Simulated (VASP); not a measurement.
# Fe (Im-3m) in VASP: single point with PBE

Aim: the single point of Fe with PBE.

All numbers are computed with VASP 6.6.1; they aren't measurements. Logs are shortened: lines on timing, memory, paths and dates and some standing lists are left out, and cuts for length are marked.

## Step 1: The cell of the first run

Symmetry: Im-3m, No. 229, cubic system. The conventional cell has a = 2.833 Å, b = 2.833 Å, c = 2.833 Å, α = 90.00°, β = 90.00°, γ = 90.00°. Within 3.2 Å of Fe (site symmetry m-3m) lie 14 Fe at 2.45 to 2.83 Å.

## Step 2: Single point, PBE, collinear spin, ferromagnetic start

File INCAR:

```
SYSTEM = Fe
PREC = Accurate ; ENCUT = 600
EDIFF = 1E-6 ; ISMEAR = -1
SIGMA = 0.0816 ; LREAL = .FALSE.
LASPH = .TRUE. ; NELM = 200
ALGO = Normal ; ISIF = 2
LWAVE = .FALSE. ; LCHARG = .FALSE.
ISPIN = 2 ; MAGMOM = 2.5 2.5
LORBIT = 11 ; LMAXMIX = 4
GGA = PE ; NBANDS = 19
GGA_COMPAT = .FALSE.
```

File KPOINTS:

```
regular mesh
0
G
  9 9 9
  0 0 0
```

File POSCAR:

```
Fe
1.0
    2.8326118886      0.0000000000      0.0000000000
    0.0000000000      2.8326118886      0.0000000000
    0.0000000000      0.0000000000      2.8326118886
Fe
2
Direct
    0.0000000000      0.0000000000      0.0000000000
    0.5000000000      0.5000000000      0.5000000000
```

Potentials or basis: VASP PAW PBE potentials, release 64 (Fe).

Started as:

```
$ cat potpaw_PBE.64/Fe/POTCAR > POTCAR
$ mpirun -np 1 vasp_std > vasp.out
```

OUTCAR:

```text
SYSTEM = Fe
   PREC = Accurate
   ENCUT = 600
   EDIFF = 1E-6
   ISMEAR = -1
   LREAL = .FALSE.
   LASPH = .TRUE.
   NELM = 200
   ISIF = 2
   ISPIN = 2
   LORBIT = 11
   GGA = PE

 ion  position               nearest neighbor table
   1  0.000  0.000  0.000-   2 2.45   2 2.45   2 2.45   2 2.45   2 2.45   2 2.45   2 2.45   2 2.45

   2  0.500  0.500  0.500-   1 2.45   1 2.45   1 2.45   1 2.45   1 2.45   1 2.45   1 2.45   1 2.45

  LATTYP: Found a simple cubic cell.
 ALAT       =     2.8326118886

  Lattice vectors:

 A1 = (   2.8326118886,   0.0000000000,   0.0000000000)
 A2 = (   0.0000000000,   2.8326118886,   0.0000000000)
 A3 = (   0.0000000000,   0.0000000000,   2.8326118886)

Analysis of symmetry for initial positions (statically):
=====================================================================
 Subroutine PRICEL returns following result:

  LATTYP: Found a body centered cubic cell.
 ALAT       =     2.8326118886
[... 12 lines left out ...]
 Subroutine GETGRP returns: Found 48 space group operations
 (whereof 48 operations were pure point group operations)
 out of a pool of 48 trial point group operations.

The static configuration has the point symmetry O_h .

Analysis of symmetry for dynamics (positions and initial velocities):
=====================================================================
 Subroutine PRICEL returns following result:

  LATTYP: Found a body centered cubic cell.
 ALAT       =     2.8326118886
[... 12 lines left out ...]
 Subroutine GETGRP returns: Found 48 space group operations
 (whereof 48 operations were pure point group operations)
 out of a pool of 48 trial point group operations.

The dynamic configuration has the point symmetry O_h .

Analysis of structural, dynamic, and magnetic symmetry:
=====================================================================
 Subroutine PRICEL returns following result:

  LATTYP: Found a body centered cubic cell.
 ALAT       =     2.8326118886
[... 12 lines left out ...]
 Subroutine GETGRP returns: Found 48 space group operations
 (whereof 48 operations were pure point group operations)
 out of a pool of 48 trial point group operations.

The overall configuration has the point symmetry O_h .

 Subroutine INISYM returns: Found 48 space group operations
 (whereof 48 operations are pure point group operations),
 and found     2 'primitive' translations

----------------------------------------------------------------------------------------

                                     Primitive cell

  volume of cell :      11.3640

  direct lattice vectors                    reciprocal lattice vectors
[... 109 lines left out ...]
   LORBIT       =     11    0 simple, 1 ext, 2 COOP (PROOUT), +10 PAW based schemes
   GGA     = PE    functional components
   LHFCALC =     F    Hartree Fock is set to
   AEXX    =    0.0000 exact exchange contribution
   IVDW    =     0    specifies the selected vdW correction
   LEPSILON=     F    determine dielectric tensor
   LRPA    =     F    only Hartree local field effects (RPA)
 spin polarized calculation
  energy-cutoff  :      600.00
  volume of cell :       22.73
 maximum number of plane-waves:       776
 NGX is ok and might be reduce to    24
   NGX = 11   NGY = 11   NGZ = 11

 number of electron      16.0000014 magnetization       4.3674475

 Free energy of the ion-electron system (eV)
  ---------------------------------------------------
  ext. energy  EPLUGINS =         0.00000000
  ---------------------------------------------------
  free energy    TOTEN  =       -16.50483800 eV

  energy without entropy =      -16.46314087  energy(sigma->0) =      -16.48398944

 E-fermi :   5.8089     XC(G=0): -13.1160

 val. band max:        5.8063437943   @ k =   0.2222   0.1111   0.1111
 cond. band min:       5.8264174127   @ k =   0.4444   0.3333   0.0000
 fundamental gap:      0.0200736184
 Fermi energy:         5.8088698372

 spin component 1

 k-point     1 :       0.0000    0.0000    0.0000
  band No.  band energies     occupation
      1      -2.6141      1.00000
      2       0.9688      1.00000
      3       0.9688      1.00000
      4       3.5206      1.00000
      5       3.5206      1.00000
      6       3.5206      1.00000
[... 517 lines left out ...]
     18      26.2530      0.00000
     19      30.6908      0.00000

 [... further k-points ...]

 spin component 2

 k-point     1 :       0.0000    0.0000    0.0000
  band No.  band energies     occupation
      1      -2.4402      1.00000
      2       2.7971      1.00000
      3       2.7972      1.00000
      4       5.4108      0.99244
      5       5.4110      0.99243
      6       5.4110      0.99243
[... 517 lines left out ...]
     18      26.5984      0.00000
     19      31.1593      0.00000

 [... further k-points ...]

------------------------ aborting loop because EDIFF is reached ----------------------------------------

  FORCE on cell =-STRESS in cart. coord.  units (eV):
  Direction    XX          YY          ZZ          XY          YZ          ZX
  --------------------------------------------------------------------------------------
  -------------------------------------------------------------------------------------
  Total       -0.0222810     -0.0222810     -0.0222810     -0.0000000      0.0000000      0.0000000
  in kB       -1.5706689     -1.5706689     -1.5706689     -0.0000000      0.0000000      0.0000000
  external PRESSURE =      -1.5706689 kB  Pullay stress =       0.0000000 kB

 VOLUME and BASIS-vectors are now :
 -----------------------------------------------------------------------------
  energy-cutoff  :      600.00
  volume of cell :       22.73
      direct lattice vectors                 reciprocal lattice vectors
     2.832611889  0.000000000  0.000000000     0.353031068  0.000000000  0.000000000
     0.000000000  2.832611889  0.000000000     0.000000000  0.353031068  0.000000000
     0.000000000  0.000000000  2.832611889     0.000000000  0.000000000  0.353031068

 POSITION                                       TOTAL-FORCE (eV/Angst)
 -----------------------------------------------------------------------------------
      0.00000      0.00000      0.00000         0.000000      0.000000     -0.000000
      1.41631      1.41631      1.41631        -0.000000     -0.000000      0.000000
 -----------------------------------------------------------------------------------
    total drift:                                0.000000      0.000000     -0.000000

  FREE ENERGIE OF THE ION-ELECTRON SYSTEM (eV)
  ---------------------------------------------------
  free  energy   TOTEN  =       -16.5048380010 eV

  energy  without entropy=      -16.4631408695  energy(sigma->0) =      -16.48398944

 total charge

# of ion       s       p       d       tot
------------------------------------------
    1        0.488   0.541   6.238   7.268
    2        0.488   0.541   6.238   7.268
--------------------------------------------------
tot          0.976   1.082  12.477  14.535

 magnetization (x)

# of ion       s       p       d       tot
------------------------------------------
    1       -0.012  -0.053   2.244   2.179
    2       -0.012  -0.053   2.244   2.179
--------------------------------------------------
tot         -0.024  -0.106   4.488   4.359
```

stdout:

```text
POSCAR found type information on POSCAR Fe
 POSCAR found :  1 types and       2 ions
 scaLAPACK will be used
 LDA part: xc-table for (Slater+PW92), standard interpolation
 POSCAR, INCAR and KPOINTS ok, starting setup
 FFT: planning ... GRIDC
 FFT: planning ... GRID_SOFT
 FFT: planning ... GRID
 WAVECAR not read
 entering main loop
```

Run time: 28 s. Hardware: 1 thread of Intel Xeon 8259CL, shared host; peak memory 0.16 GiB.

What came out:

| Quantity | Value |
| --- | --- |
| Free energy | -16.5048 eV |
| Pressure | -0.2 GPa |
| Net moment | 4.37 μB per cell |
| Site moments | Fe +2.18 μB |
| Valence electrons inside the program's atomic spheres | Fe 7.27 |
